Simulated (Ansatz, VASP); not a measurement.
# Two plane-wave programs on SiC

Contents of POSCAR:

```
SiC
1.0
    0.0000000000      1.9856565045      1.9856565045
    1.9856565045      0.0000000000      1.9856565045
    1.9856565045      1.9856565045      0.0000000000
C Si
1 1
Direct
    0.0000000000      0.0000000000      0.0000000000
    0.5000000000      0.5000000000      0.5000000000
```

Contents of INCAR.step1:

```
PREC = Accurate
ENCUT = 520
ISMEAR = 0
SIGMA = 0.05
LREAL = F
LASPH = T
NELM = 80
NBANDS = 11
GGA = PE
ALGO = Normal
EDIFF = 1E-4
LWAVE = T
LCHARG = F
```

File INCAR.step2:

```
PREC = Accurate
ENCUT = 520
EDIFF = 1E-6
ISMEAR = 0
SIGMA = 0.05
LREAL = F
LASPH = T
NELM = 80
ALGO = Normal
ISIF = 2
LWAVE = F
LCHARG = F
METAGGA = R2SCAN
LMIXTAU = T
NBANDS = 11
ISTART = 1
```

File KPOINTS:

```
regular mesh
0
Gamma
  20 20 20
```

Input for Ansatz:

```yaml
crystal:
  lattice:
    - [0.0, 1.9856565045, 1.9856565045]
    - [1.9856565045, 0.0, 1.9856565045]
    - [1.9856565045, 1.9856565045, 0.0]
  atoms:
    - { symbol: C, position: [0.0, 0.0, 0.0] }
    - { symbol: Si, position: [0.5, 0.5, 0.5] }
basis:
  ecutwfc: 500
  ecutrho_ratio: 4
kpoints:
  mp_grid: { grid: [20, 20, 20] }
hamiltonian:
  xc: r2scan
scf:
  occupations: { method: gaussian, width: 0.05 }
output:
  forces: true
  stress: true
  eigenvalues: true
```

Alike in both runs: task single point; functional r2SCAN; k mesh 20 × 20 × 20; occupations gaussian, width 0.05 eV; no spin polarisation.

|  | VASP | Ansatz |
| --- | --- | --- |
| version | VASP 6.6.1 | Ansatz 0.2.0 |
| potentials or method | VASP PAW PBE potentials, release 64 (C, Si), cutoff 520 eV | scalar-relativistic, plane waves, PAW |
| valence electrons in the cell | 8 | 8 |

|  | VASP | Ansatz | Ansatz less VASP |
| --- | --- | --- | --- |
| gap on the k mesh at the Fermi level (eV) | none | none | - |
| pressure (GPa) | 12.5 | 12.2 | -0.29 |

VASP's potentials were made for PBE, not for r2SCAN. A gap of «none» marks a metal or a gap that the smearing closes. The functional is the same, so the differences come from potentials, cutoffs and numerics.
